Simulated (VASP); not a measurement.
# Mg8HO8 (a cell with a defect) in VASP: single point with PBE

Aim: the single point of Mg8HO8 (a cell with a defect) with PBE.

Program: VASP 6.6.1. These are calculated values, not measurements. Logs are shortened: lines on timing, memory, paths and dates and some standing lists are left out, and cuts for length are marked.

## 1. The cell of the first run

The cell holds a defect, 17 atoms: a = 5.466 Å, b = 5.466 Å, c = 5.466 Å, α = 60.00°, β = 60.00°, γ = 60.00°.

## 2. Single point, PBE, collinear spin

File INCAR:

```
SYSTEM = Mg8HO8
PREC = Accurate
ENCUT = 520
EDIFF = 1E-6
ISMEAR = -1
SIGMA = 0.05
LREAL = Auto
LASPH = .TRUE.
NELM = 150
ALGO = Normal
ISIF = 2
LWAVE = .FALSE.
LCHARG = .FALSE.
ISPIN = 2
MAGMOM = 0 0 0 0 0 0 0 0 0 0 0 0 0 0 0 0 1
LORBIT = 11
GGA = PE
NBANDS = 50
```

File KPOINTS:

```
Automatic mesh
0
G
  2 2 2
  0 0 0
```

File POSCAR:

```
Mg8HO8
1.0
    0.0000000000      3.8650000000      3.8650000000
    3.8650000000      0.0000000000      3.8650000000
    3.8650000000      3.8650000000      0.0000000000
Mg O H
8 8 1
Direct
   -0.0000517464     -0.0059249677      0.0008020699
    0.0091073739      0.0154204398      0.4794049159
   -0.0260543338      0.5008796895      0.0224579560
    0.0161966365      0.5164294955      0.4932988357
    0.4848124191      0.0195084088     -0.0117205692
    0.5045148771     -0.0021862872      0.5050582147
    0.5036998706      0.4977749030     -0.0065459250
    0.5052910737      0.4828072445      0.5079560155
    0.2466623545      0.2698706339      0.2373997413
    0.2436481242      0.2485381630      0.7509184994
    0.2563260026      0.7542302717      0.2299094437
    0.2440879690      0.7298318241      0.7771539457
    0.7321216041      0.2344243208      0.2658344114
    0.7502846054      0.2445407503      0.7536998706
    0.7615782665      0.7371021992      0.2611642950
    0.7624450194      0.7484734799      0.7445924968
    0.3932212160      0.8727813713      0.3816300129
```

Potentials or basis: VASP PAW PBE potentials, release 64 (Mg, O, H).

On the command line:

```
$ cat potpaw_PBE.64/Mg/POTCAR potpaw_PBE.64/O/POTCAR potpaw_PBE.64/H/POTCAR > POTCAR
$ mpirun -np 1 vasp_std > vasp.out
```

OUTCAR:

```text
SYSTEM = Mg8HO8
   PREC = Accurate
   ENCUT = 520
   EDIFF = 1E-6
   ISMEAR = -1
   LREAL = Auto
   LASPH = .TRUE.
   NELM = 150
   ISIF = 2
   ISPIN = 2
   LORBIT = 11
   GGA = PE

 ion  position               nearest neighbor table
   1  1.000  0.994  0.001-  11 1.88  12 1.89  15 1.92  14 1.92  10 1.93  13 1.96   4 2.66   5 2.69
                             2 2.70   3 2.71   6 2.73   7 2.73   7 2.73   6 2.73   3 2.76   2 2.77
   2  0.009  0.015  0.479-  17 1.72   9 1.90  13 1.91  14 1.95  11 1.97  16 1.99  12 2.07   3 2.58
                             5 2.64   8 2.66   4 2.67   1 2.70   6 2.73   6 2.74   1 2.77   4 2.80
   3  0.974  0.501  0.022-  15 1.84   9 1.89  16 1.90  12 1.93  13 1.97  10 2.03   2 2.58   8 2.61
                             7 2.66   1 2.71   5 2.72   4 2.74   4 2.74   5 2.76   1 2.76   7 2.81
   4  0.016  0.516  0.493-  11 1.85  16 1.87  10 1.88  15 1.89   9 1.95  14 2.08   8 2.63   1 2.66
                             2 2.67   7 2.70   6 2.72   3 2.74   3 2.74   6 2.75   7 2.77   2 2.80
   5  0.485  0.020  0.988-  17 1.77  10 1.85  14 1.90  11 1.91   9 1.93  16 1.99  15 2.12   8 2.58
                             2 2.64   6 2.65   7 2.68   1 2.69   3 2.72   3 2.76   1 2.78   7 2.79
   6  0.505  0.998  0.505-  17 1.61  13 1.79  10 1.92  16 1.92  15 1.95   9 2.03  12 2.04   5 2.65
                             8 2.66   7 2.70   4 2.72   2 2.73   1 2.73   1 2.73   2 2.74   4 2.75
   7  0.504  0.498  0.993-  12 1.84   9 1.88  14 1.91  11 1.91  13 1.94  16 1.97   3 2.66   5 2.68
                             8 2.69   6 2.70   4 2.70   1 2.73   1 2.73   6 2.77   4 2.77   8 2.78
   8  0.505  0.483  0.508-  17 1.74  14 1.90  13 1.90  10 1.92  15 1.97  12 2.00  11 2.04   5 2.58
                             3 2.61   4 2.63   2 2.66   6 2.66   7 2.69   7 2.78   6 2.80   2 2.82
   9  0.247  0.270  0.237-   7 1.88   3 1.89   2 1.90   5 1.93   4 1.95   6 2.03
  10  0.244  0.249  0.751-   5 1.85   4 1.88   8 1.92   6 1.92   1 1.93   3 2.03
  11  0.256  0.754  0.230-   4 1.85   1 1.88   7 1.91   5 1.91   2 1.97   8 2.04
  12  0.244  0.730  0.777-   7 1.84   1 1.89   3 1.93   8 2.00   6 2.04   2 2.07
  13  0.732  0.234  0.266-   6 1.79   8 1.90   2 1.91   7 1.94   1 1.96   3 1.97
  14  0.750  0.245  0.754-   8 1.90   5 1.90   7 1.91   1 1.92   2 1.95   4 2.08
  15  0.762  0.737  0.261-   3 1.84   4 1.89   1 1.92   6 1.95   8 1.97   5 2.12
  16  0.762  0.748  0.745-   4 1.87   3 1.90   6 1.92   7 1.97   2 1.99   5 1.99
  17  0.393  0.873  0.382-   6 1.61   2 1.72   8 1.74   5 1.77

  LATTYP: Found a face centered cubic cell.
 ALAT       =     7.7300000000

  Lattice vectors:

 A1 = (   0.0000000000,   3.8650000000,   3.8650000000)
 A2 = (   3.8650000000,   0.0000000000,   3.8650000000)
 A3 = (   3.8650000000,   3.8650000000,   0.0000000000)

Analysis of symmetry for initial positions (statically):
=====================================================================
 Subroutine PRICEL returns:
 Original cell was already a primitive cell.

 Routine SETGRP: Setting up the symmetry group for a
 face centered cubic supercell.

 Subroutine GETGRP returns: Found  1 space group operations
 (whereof  1 operations were pure point group operations)
 out of a pool of 48 trial point group operations.

The static configuration has the point symmetry C_1 .

Analysis of symmetry for dynamics (positions and initial velocities):
=====================================================================
 Subroutine PRICEL returns:
 Original cell was already a primitive cell.

 Routine SETGRP: Setting up the symmetry group for a
 face centered cubic supercell.

 Subroutine GETGRP returns: Found  1 space group operations
 (whereof  1 operations were pure point group operations)
 out of a pool of 48 trial point group operations.

The dynamic configuration has the point symmetry C_1 .

Analysis of structural, dynamic, and magnetic symmetry:
=====================================================================
 Subroutine PRICEL returns:
 Original cell was already a primitive cell.

 Routine SETGRP: Setting up the symmetry group for a
 face centered cubic supercell.

 Subroutine GETGRP returns: Found  1 space group operations
 (whereof  1 operations were pure point group operations)
 out of a pool of 48 trial point group operations.

The overall configuration has the point symmetry C_1 .

 Subroutine INISYM returns: Found  1 space group operations
 (whereof  1 operations are pure point group operations),
 and found     1 'primitive' translations

----------------------------------------------------------------------------------------

                                     Primitive cell

  volume of cell :     115.4725

  direct lattice vectors                    reciprocal lattice vectors
     0.000000000  3.865000000  3.865000000    -0.129366106  0.129366106  0.129366106
     3.865000000  0.000000000  3.865000000     0.129366106 -0.129366106  0.129366106
     3.865000000  3.865000000  0.000000000     0.129366106  0.129366106 -0.129366106

  length of vectors
     5.465935419  5.465935419  5.465935419     0.224068669  0.224068669  0.224068669

  position of ions in fractional coordinates (direct lattice)
     0.999948254  0.994075032  0.000802070
     0.009107374  0.015420440  0.479404916
     0.973945666  0.500879690  0.022457956
     0.016196636  0.516429495  0.493298836
     0.484812419  0.019508409  0.988279431
     0.504514877  0.997813713  0.505058215
[... 62 lines left out ...]
  0.000000  0.500000  0.000000      1.000000
  0.000000  0.000000  0.500000      1.000000
  0.500000  0.500000  0.500000      1.000000
  0.500000  0.500000  0.000000      1.000000
  0.000000  0.500000  0.500000      1.000000
  0.500000  0.000000  0.500000      1.000000
   k-points           NKPTS =      8   k-points in BZ     NKDIM =      8   number of bands    NBANDS=     50
   number of dos      NEDOS =    301   number of ions     NIONS =     17
   total plane-waves  NPLWV =  74088
   dimension x,y,z NGX =    42 NGY =   42 NGZ =   42
   dimension x,y,z NGXF=    84 NGYF=   84 NGZF=   84
   ions per type =               8   8   1
   NGX,Y,Z   is equivalent  to a cutoff of  12.77, 12.77, 12.77 a.u.
   NGXF,Y,Z  is equivalent  to a cutoff of  25.55, 25.55, 25.55 a.u.
 SYSTEM =  Mg8HO8
   PREC   = accura    normal or accurate (medium, high low for compatibility)
   ISTART =      0    job   : 0-new  1-cont  2-samecut
   ICHARG =      2    charge: 1-file 2-atom 10-const
   ISPIN  =      2    spin polarized calculation?
   LNONCOLLINEAR =      F non collinear calculations
   LSORBIT =      F    spin-orbit coupling
   LASPH  =      T    aspherical Exc in radial PAW
   ENCUT  =  520.0 eV  38.22 Ry    6.18 a.u.  10.16 10.16 10.16*2*pi/ulx,y,z
   NELM   =    150;   NELMIN=  2; NELMDL= -5     # of ELM steps
   EDIFF  = 0.1E-05   stopping-criterion for ELM
   LREAL  =      T    real-space projection
   EDIFFG = 0.1E-04   stopping-criterion for IOM
   NSW    =      0    number of steps for IOM
   IBRION =     -1    ionic relax: 0-MD 1-quasi-New 2-CG
   NFREE  =      0    steps in history (QN), initial steepest desc. (CG)
   ISIF   =      2    stress and relaxation
   ISYM   =      2    0-nonsym 1-usesym 2-fastsym
   POTIM  = 0.5000    time-step for ionic-motion
   TEBEG  =    0.0;   TEEND  =   0.0 temperature during run
   PSTRESS=    0.0 pullay stress
   NELECT =      65.0000    total number of electrons
   NUPDOWN=      -1.0000    fix difference up-down
   EMIN   =  10.00;   EMAX   =-10.00  energy-range for DOS
   EFERMI =   0.00;   METHOD = LEGACY
   ISMEAR =    -1;   SIGMA  =   0.05  broadening in eV -4-tet -1-fermi 0-gaus
   EFERMI_NEDOS =   21; number of points for ismear=-14 and -15
   IALGO  =     38    algorithm
   IMIX   =      4    mixing-type and parameters
     AMIX     =   0.40;   BMIX     =  1.00
     AMIX_MAG =   1.60;   BMIX_MAG =  1.00
  volume/ion in A,a.u.               =       6.79        45.84
  Fermi-wavevector in a.u.,A,eV,Ry     =   1.351719  2.554379 24.859811  1.827145
  Thomas-Fermi vector in A             =   2.479118
   LORBIT       =     11    0 simple, 1 ext, 2 COOP (PROOUT), +10 PAW based schemes
   GGA     = PE    functional components
   LHFCALC =     F    Hartree Fock is set to
   AEXX    =    0.0000 exact exchange contribution
   IVDW    =     0    specifies the selected vdW correction
   LEPSILON=     F    determine dielectric tensor
   LRPA    =     F    only Hartree local field effects (RPA)
 spin polarized calculation
  energy-cutoff  :      520.00
  volume of cell :      115.47
 maximum number of plane-waves:      3138
 NGX is ok and might be reduce to    42
   NGX = 21   NGY = 21   NGZ = 21

 number of electron      65.0000002 magnetization       0.7503505

 Free energy of the ion-electron system (eV)
  ---------------------------------------------------
  ext. energy  EPLUGINS =         0.00000000
  ---------------------------------------------------
  free energy    TOTEN  =       -84.72151503 eV

  energy without entropy =      -84.71272793  energy(sigma->0) =      -84.71712148

 E-fermi :   9.8393     XC(G=0): -12.4593

 val. band max:        9.7527887024   @ k =   0.5000   0.5000   0.0000
 cond. band min:       9.8869977592   @ k =   0.5000   0.0000   0.5000
 fundamental gap:      0.1342090568
 Fermi energy:         9.8393493450

 spin component 1

 k-point     1 :       0.0000    0.0000    0.0000
  band No.  band energies     occupation
      1     -13.4453      1.00000
      2     -11.5215      1.00000
      3     -11.4145      1.00000
      4     -11.2856      1.00000
      5     -11.2459      1.00000
      6     -10.9765      1.00000
[... 365 lines left out ...]
     43      18.6269      0.00000
     44      18.7121      0.00000
 Fermi energy:         9.8393493450

 spin component 2

 k-point     1 :       0.0000    0.0000    0.0000
  band No.  band energies     occupation
      1     -13.3746      1.00000
      2     -11.4854      1.00000
      3     -11.3614      1.00000
      4     -11.2159      1.00000
      5     -11.1764      1.00000
      6     -10.8851      1.00000
[... 365 lines left out ...]
     43      18.6466      0.00000
     44      18.7489      0.00000
 [bands above 44 left out]

------------------------ aborting loop because EDIFF is reached ----------------------------------------

  FORCE on cell =-STRESS in cart. coord.  units (eV):
  Direction    XX          YY          ZZ          XY          YZ          ZX
  --------------------------------------------------------------------------------------
  -------------------------------------------------------------------------------------
  Total       63.9516245     67.0919773     65.5332433      0.1275767      0.0450858      0.3416573
  in kB      887.3269517    930.8992568    909.2718670      1.7701233      0.6255649      4.7404856
  external PRESSURE =     909.1660251 kB  Pullay stress =       0.0000000 kB

 VOLUME and BASIS-vectors are now :
 -----------------------------------------------------------------------------
  energy-cutoff  :      520.00
  volume of cell :      115.47
      direct lattice vectors                 reciprocal lattice vectors
     0.000000000  3.865000000  3.865000000    -0.129366106  0.129366106  0.129366106
     3.865000000  0.000000000  3.865000000     0.129366106 -0.129366106  0.129366106
     3.865000000  3.865000000  0.000000000     0.129366106  0.129366106 -0.129366106

 POSITION                                       TOTAL-FORCE (eV/Angst)
 -----------------------------------------------------------------------------------
      3.84520      3.86790      7.70690         0.023708     -0.876910     -0.062806
      1.91250      1.88810      0.09480         0.514530      1.554212     -1.501251
      2.02270      3.85110      5.70020        -1.523951     -0.459594      1.050515
      3.90260      1.96920      2.05860        -0.710267     -0.168728     -2.018562
      3.89510      5.69350      1.94920        -0.800087      2.072393      0.050458
      5.80860      3.90200      5.80650         0.199335      0.033191     -1.693839
[... 9 lines left out ...]
      5.77070      5.82470      5.83970         1.104639     -0.196959     -0.360084
      4.84830      2.99480      4.89310        -0.378345     -0.563061     -0.648863
 -----------------------------------------------------------------------------------
    total drift:                                0.002909      0.012641     -0.008486

  FREE ENERGIE OF THE ION-ELECTRON SYSTEM (eV)
  ---------------------------------------------------
  free  energy   TOTEN  =       -84.7215150334 eV

  energy  without entropy=      -84.7127279327  energy(sigma->0) =      -84.71712148

 total charge

# of ion       s       p       d       tot
------------------------------------------
    1        0.200   0.297   0.161   0.657
    2        0.192   0.280   0.150   0.623
    3        0.201   0.294   0.158   0.653
    4        0.203   0.301   0.163   0.668
    5        0.197   0.290   0.157   0.645
    6        0.203   0.303   0.168   0.675
[... 9 lines left out ...]
   16        1.553   3.727   0.000   5.280
   17        0.622   0.031   0.000   0.653
--------------------------------------------------
tot         14.696  32.187   1.278  48.161

 magnetization (x)

# of ion       s       p       d       tot
------------------------------------------
    1        0.000   0.001   0.001   0.003
    2       -0.000   0.002   0.005   0.007
    3        0.001   0.001   0.002   0.003
    4        0.001   0.001   0.001   0.003
    5       -0.000   0.000   0.003   0.003
    6        0.001   0.003   0.007   0.011
[... 9 lines left out ...]
   16       -0.000  -0.000   0.000  -0.001
   17        0.242   0.002   0.000   0.244
--------------------------------------------------
tot          0.272   0.288   0.024   0.583
```

It took 11 min on 1 thread of Intel Xeon 8259CL, shared host; peak memory 0.34 GiB.

What came out:

| Item | Value |
| --- | --- |
| Free energy | -84.7215 eV |
| Pressure | 90.9 GPa |
| Largest force | 2.904 eV/Å |
| Net moment | 0.75 μB per cell |
| Site moments | Mg +0.00, +0.01 (each value once); O +0.07, -0.00, +0.06, +0.08, +0.09 (each value once); H +0.24 μB |
| Valence electrons inside the program's atomic spheres | Mg 0.66, 0.62, 0.65, 0.67, 0.68, 0.63 (each value once); O 5.28, 5.30, 5.29, 5.26, 5.31, 5.27 (each value once); H 0.65 |

Forces in eV/Å, atoms in the order of the input:
```
Mg   0.024 -0.877 -0.063
Mg   0.515  1.554 -1.501
Mg  -1.524 -0.460  1.051
Mg  -0.710 -0.169 -2.019
Mg  -0.800  2.072  0.050
Mg   0.199  0.033 -1.694
Mg   0.042  0.551  0.604
Mg   1.284 -0.819  0.572
O    0.690  0.208 -0.439
O    0.463 -0.262 -0.040
O    0.270  0.690 -0.104
O   -0.277 -1.326  0.579
O   -0.291 -0.121  2.887
O   -0.476  0.148  0.847
O   -0.134 -0.463  0.278
O    1.105 -0.197 -0.360
H   -0.378 -0.563 -0.649
```

Stress tensor (GPa, compression positive):
```
88.73  0.18  0.47
 0.18 93.09  0.06
 0.47  0.06 90.93
```

Caveat: the k points lie up to 0.70 Å⁻¹ apart; the atoms stand as in a frame of molecular dynamics.
